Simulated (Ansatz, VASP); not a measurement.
Given: the input of a run of VASP 6.6.1 on Rh.

The input INCAR:

```
SYSTEM = Rh
ALGO = Fast
EDIFF = 1E-6
ENCUT = 520
ISIF = 2
ISMEAR = -1
LASPH = .True.
LCHARG = .True.
LELF = .True.
LREAL = .False.
LVHAR = .True.
LWAVE = .False.
NBANDS = 22
NELM = 60
PREC = Accurate
SIGMA = 0.05
```

File KPOINTS:

```
k-points
0
Gamma
  11 11 6
  0 0 0
```

The input POSCAR:

```
Rh
1.0
    2.7845412492      0.0000000000      0.0000000000
   -1.3922706246      2.4114834597      0.0000000000
    0.0000000000      0.0000000000      4.5153441684
Rh
2
Direct
    0.3333333333      0.6666666667      0.2500000000
    0.6666666667      0.3333333333      0.7500000000
```

Potentials or basis: VASP PAW LDA potentials, release 64 (Rh_pv).

Launch:

```sh
$ cat potpaw_LDA.64/Rh_pv/POTCAR > POTCAR
$ mpirun -np 1 vasp_std > vasp.out
```

Q: Set up the same calculation for Ansatz 0.2.0. Potentials there: all-electron LAPW, scalar-relativistic.

A: As run (the cutoff follows the program's own potentials):

The input input.yaml:

```yaml
crystal:
  lattice:
    - [2.7845412492, 0.0, 0.0]
    - [-1.3922706246, 2.4114834597, 0.0]
    - [0.0, 0.0, 4.5153441684]
  atoms:
    - { symbol: Rh, position: [0.3333333333, 0.6666666667, 0.25] }
    - { symbol: Rh, position: [0.6666666667, 0.3333333333, 0.75] }
kpoints:
  mp_grid: { grid: [11, 11, 6] }
scf:
  occupations: { method: fermi_dirac, width: 0.05 }
hamiltonian:
  xc: lda
  pseudopotentials: { kind: all_electron, lapw: { basis_error: 0.001 } }
output:
  forces: true
  stress: true
  eigenvalues: true
```

Potentials or basis: all-electron LAPW, scalar-relativistic.

Launch:

```sh
$ ansatz run input.yaml --threads 1 --pin off --max-ram 3072MiB --backend cpu --events-out ev --progress --plain --runs-dir out
```

Both were run:

|  | VASP | Ansatz | Ansatz less VASP |
| --- | --- | --- | --- |
| gap on the k mesh at the Fermi level (eV) | none | none | - |
| pressure (GPa) | -29.2 | -29.7 | -0.53 |
| traceless stress, the component that is largest in VASP (GPa) | -1.07 | -1.09 | -0.018 |

LDA's correlation is that of Perdew and Zunger in VASP and of Perdew and Wang (1992) in Ansatz. A gap of «none» marks a metal or a gap that the smearing closes. Both programs put the cell under strong tension, so it lies far from rest at this level. Ansatz ran all-electron here, and VASP with PAW potentials.
